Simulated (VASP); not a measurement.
Runs of VASP 6.6.1 on Bi. The structure is that of space group R-3m (No. 166), or close to it. The cells are those of the table. 

```csv
level,potentials or basis,spin,cell,cutoff (eV),smearing,pressure (GPa),largest force (eV/Å)
r2SCAN,"VASP PAW PBE potentials, release 64 (Bi_d)",off,"a = 4.729 Å, angles 57.3°, 2 atoms",520,fermi-dirac 0.05 eV,1.2,0.03
r2SCAN+rVV10,"VASP PAW PBE potentials, release 64 (Bi_d)",off,"a = 4.729 Å, angles 57.3°, 2 atoms",550,fermi-dirac 0.01 eV,0.4,0.05
r2SCAN,"VASP PAW PBE potentials, release 64 (Bi_d)",off,"a = 4.632 Å, angles 57.3°, 2 atoms",520,fermi-dirac 0.05 eV,(c),0.34
r2SCAN,"VASP PAW PBE potentials, release 64 (Bi_d)",off,"a = 4.791 Å, angles 57.3°, 2 atoms",520,fermi-dirac 0.05 eV,-0.7,0.15
r2SCAN,"VASP PAW PBE potentials, release 64 (Bi_d)",off,"a = 4.822 Å, angles 57.3°, 2 atoms",520,fermi-dirac 0.05 eV,(a),0.23
PBE exchange alone,"VASP PAW PBE potentials, release 64 (Bi_d)",off,"a = 4.729 Å, angles 57.3°, 2 atoms",500,gaussian 0.15 eV,(d),0.39
LDA,"VASP PAW LDA potentials, release 64 (Bi_d)",off,"a = 4.697 Å, angles 57.3°, 2 atoms",520,fermi-dirac 0.05 eV,-0.5,0.16
LDA,"VASP PAW LDA potentials, release 64 (Bi_d)",off,"a = 4.632 Å, angles 57.3°, 2 atoms",520,fermi-dirac 0.05 eV,(b),0.37
r2SCAN,"VASP PAW PBE potentials, release 64 (Bi_d)",off,"a = 4.697 Å, angles 57.3°, 2 atoms",520,fermi-dirac 0.05 eV,2.3,0.13
LDA,"VASP PAW LDA potentials, release 64 (Bi_d)",off,"a = 4.955 Å, angles 57.3°, 2 atoms",500,fermi-dirac 0.1 eV,-6.1,0.45
revPBE,"VASP PAW PBE potentials, release 64 (Bi_d)","non-collinear, typed start, SOC","a = 4.791 Å, angles 57.3°, 2 atoms",520,tetrahedron,2.1,0.02
```

Task: Estimate the missing entries.

Result: (a) -1.5; (b) 1.8; (c) 4.9; (d) 10.1.

Caveats: the PAW data sets were made with another functional, which shifts forces and pressure a little (at least some runs); the cell stands under pressure (at least some runs); the cell stands under tension (at least some runs).
